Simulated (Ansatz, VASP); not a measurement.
**TiO: VASP beside Ansatz**

The input INCAR:

```
SYSTEM = TiO
  PREC = Accurate
  ENCUT = 600
  EDIFF = 1E-6
  ISMEAR = 0
  SIGMA = 0.1
  LREAL = .FALSE.
  LASPH = .TRUE.
  NELM = 100
  ALGO = Normal
  ISIF = 3
  LWAVE = .FALSE.
  LCHARG = .FALSE.
  GGA = PS
  IBRION = 2
  NSW = 80
  EDIFFG = -0.01
```

Contents of KPOINTS:

```
regular mesh
0
G
  6 6 8
  0 0 0
```

The input POSCAR:

```
TiO
1.0
    4.9890877720      0.0000000000      0.0000000000
   -2.4945438860      4.3206767523      0.0000000000
    0.0000000000      0.0000000000      2.8733134400
Ti O
3 3
Direct
    0.6666666667      0.3333333333      0.5000000000
    0.3333333333      0.6666666667      0.5000000000
    0.0000000000      0.0000000000      0.0000000000
    0.6055592400      0.6055592400      0.0000000000
    0.3944407600      0.0000000000      0.0000000000
    0.0000000000      0.3944407600      0.0000000000
```

Input for Ansatz:

```yaml
crystal:
  lattice:
    - [4.989087772, 0.0, 0.0]
    - [-2.494543886, 4.3206767523, 0.0]
    - [0.0, 0.0, 2.87331344]
  atoms:
    - { symbol: Ti, position: [0.6666666667, 0.3333333333, 0.5] }
    - { symbol: Ti, position: [0.3333333333, 0.6666666667, 0.5] }
    - { symbol: Ti, position: [0.0, 0.0, 0.0] }
    - { symbol: O, position: [0.60555924, 0.60555924, 0.0] }
    - { symbol: O, position: [0.39444076, 0.0, 0.0] }
    - { symbol: O, position: [0.0, 0.39444076, 0.0] }
basis:
  ecutwfc: 420
kpoints:
  mp_grid: { grid: [6, 6, 8] }
hamiltonian:
  xc: pbesol
scf:
  occupations: { method: gaussian, width: 0.1 }
output:
  forces: true
  stress: true
  eigenvalues: true
relax:
  adjacent_minimum: "off"
  f_tol: 0.01
  max_steps: 60
  cell: { stress_tol: 0.05 }
```

Alike in both runs: task relaxation of cell and atoms; functional PBEsol; k mesh 6 × 6 × 8; occupations gaussian, width 0.1 eV; no spin polarisation.

|  | VASP | Ansatz |
| --- | --- | --- |
| version | VASP 6.6.1 | Ansatz 0.2.0 |
| potentials or method | VASP PAW PBE potentials, release 64 (Ti_sv, O), cutoff 600 eV | scalar-relativistic, plane waves, PAW |
| valence electrons in the cell | 54 | 54 |

Ansatz gave:

```
gap on the k mesh at the Fermi level, each at its own relaxed structure (eV) : none
relaxed volume (Å³/atom)                                                     : 10.06
relaxed cell length with the largest relative difference (Å)                 : 2.838
```

Question: What did VASP give for the same quantities?

Answer: gap on the k mesh at the Fermi level, each at its own relaxed structure (eV): none; relaxed volume (Å³/atom): 10.08; relaxed cell length with the largest relative difference (Å): 2.841.

VASP's potentials were made for PBE, not for PBEsol. A gap of «none» marks a metal or a gap that the smearing closes.
